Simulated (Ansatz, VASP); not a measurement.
## Two plane-wave programs on CuH8

```
CELL_PARAMETERS angstrom
3.92169 -2.93536 0.00000
3.92169 2.93536 0.00000
-2.86664 0.00000 3.89494
ATOMIC_POSITIONS crystal
Cu 0.24813 0.75187 0.50000
H 0.78896 0.31767 0.15235
H 0.68233 0.21104 0.84766
H 0.20185 0.67581 0.84463
H 0.32419 0.79815 0.15537
H 0.23666 0.26820 0.15984
H 0.73180 0.76334 0.84016
H 0.11939 0.16663 0.84962
H 0.83337 0.88061 0.15038
```

Change from the starting cell: species swapped into the LiO8 type (C2, No. 5).

Alike in both runs: task single point; functional PBE; k mesh 4 × 4 × 4; occupations gaussian, width 0.1 eV; no spin polarisation.

|  | VASP | Ansatz |
| --- | --- | --- |
| version | VASP 6.6.1 | Ansatz 0.2.0 |
| potentials or method | VASP PAW PBE potentials, release 64 (Cu, H), cutoff 520 eV | scalar-relativistic, plane waves, PAW |
| valence electrons in the cell | 19 | 27 |

VASP gave:

| Quantity | Value |
| --- | --- |
| gap on the k mesh at the Fermi level (eV) | none |
| pressure (GPa) | -13.0 |
| traceless stress, the component that is largest in VASP (GPa) | -25.67 |
| rms of the force components (eV/Å) | 1.782 |

Which values does Ansatz return?

gap on the k mesh at the Fermi level (eV): none; pressure (GPa): -12.9; traceless stress, the component that is largest in VASP (GPa): -25.62; rms of the force components (eV/Å): 1.778.

Atom by atom the forces differ by 0.008 eV/Å (rms over components). A gap of «none» marks a metal or a gap that the smearing closes. The functional is the same, so the differences come from potentials, cutoffs and numerics. VASP's potentials hold 19 valence electrons a cell and Ansatz's 27, so a difference there can come from the potentials and not from the codes.

The k mesh is coarse, so the values compare programs but aren't converged.
